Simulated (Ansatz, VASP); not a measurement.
# One calculation of IrPt2, two programs

```
Ir Pt
1.0
     2.79338    0.00023    0.00008
     0.00022    4.82219   -0.00027
     0.00019   -0.00015    6.79307
Ir Pt
2 4
Cartesian
  0.0000 0.0000 0.0000
  1.3970 2.4111 6.7930
  2.7932 1.6112 2.2330
  1.3966 4.0222 2.2329
  1.3972 0.8001 4.5600
  2.7940 3.2113 4.5599
```

Change from the starting cell: cell x2, atoms moved at random (sigma 0.05 Å) and cell strained at random (1.5 %), then relaxed without symmetry.

Alike in both runs: functional PBE; k mesh 8 × 4 × 4; occupations gaussian, width 0.2 eV; no spin polarisation.

Ansatz relaxed the structure, and its values are those at the end. VASP's run is a single point on that final structure, the one shown.

|  | VASP | Ansatz |
| --- | --- | --- |
| version | VASP 6.6.1 | Ansatz 0.2.0 |
| potentials or method | VASP PAW PBE potentials, release 64 (Ir, Pt), cutoff 520 eV | scalar-relativistic, plane waves, PAW |
| valence electrons in the cell | 58 | 106 |

```tsv
	VASP	Ansatz	Ansatz less VASP
gap on the k mesh at the Fermi level (eV)	none	none	-
pressure (GPa)	-0.3	0.0	+0.25
rms of the force components (eV/Å)	0.010	0.002	-0.0082
```

A gap of «none» marks a metal or a gap that the smearing closes. VASP's potentials hold 58 valence electrons a cell and Ansatz's 106, so a difference there can come from the potentials and not from the codes.

Spin-orbit coupling is off throughout.
